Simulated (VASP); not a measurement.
Input of a VASP 6.6.1 run:

Contents of INCAR:

```
ALGO = Normal
EDIFF = 1E-7
ENCUT = 520
GGA = PS
ISIF = 2
ISMEAR = -1
LASPH = True
LCHARG = False
LREAL = False
LWAVE = False
NBANDS = 30
NELM = 80
PREC = Accurate
SIGMA = 0.05
```

KPOINTS

```
k-points
0
Gamma
  12 12 3
```

Contents of POSCAR:

```
Y
1.0
    3.1125395693      0.0000000000      0.0000000000
   -1.5562697847      2.6955383373      0.0000000000
    0.0000000000      0.0000000000     10.0241488859
Y
4
Direct
    0.0000000000      0.0000000000      0.0000000000
    0.0000000000      0.0000000000      0.5000000000
    0.3333333333      0.6666666667      0.2500000000
    0.6666666667      0.3333333333      0.7500000000
```

Potentials or basis: VASP PAW PBE potentials, release 64 (Y_sv).

Run with:

```sh
$ cat potpaw_PBE.64/Y_sv/POTCAR > POTCAR
$ mpirun -np 1 vasp_std > vasp.out
```

Estimate the pressure.

28.6 GPa.

Estimate the band gap on the k mesh.

zero (bands 22 and 23 overlap by 1.99 eV).

Caveat: the cell stands under pressure; the PAW data sets were made with another functional, which shifts forces and pressure a little.
